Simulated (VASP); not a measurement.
The system is GaP.

```xyz
2
Lattice="0.0000 2.7254 2.7254 2.7254 0.0000 2.7254 2.7254 2.7254 0.0000" Properties=species:S:1:pos:R:3 pbc="T T T"
Ga    0.0000    0.0000    0.0000
P     1.3627    1.3627    1.3627
```

Base run:

```yaml
Program: VASP 6.6.1
Functional: HF
Potentials_or_basis: VASP PAW PBE potentials, release 64 (Ga_d, P)
Cutoff: 520 eV
k_mesh: 6 × 6 × 6
Occupations: gaussian, width 0.01 eV
Spin: no spin polarisation
```

Its results: band gap on the k mesh 7.67 eV (least direct gap 9.17 eV); pressure 5.1 GPa.

**Question.** The run is repeated on the same cell with these changes: functional from HF to PBE; k mesh from 6 × 6 × 6 to 4 × 4 × 4. What comes out?

**Answer.** Band gap on the k mesh 1.63 eV (least direct gap 1.82 eV); pressure 2.9 GPa.

Several settings changed at once.

Caveats: some runs use coarse meshes; the cell stands under pressure (at least some runs); the PAW data sets were made with another functional, which shifts forces and pressure a little (at least some runs).

A k mesh can miss the band edges.
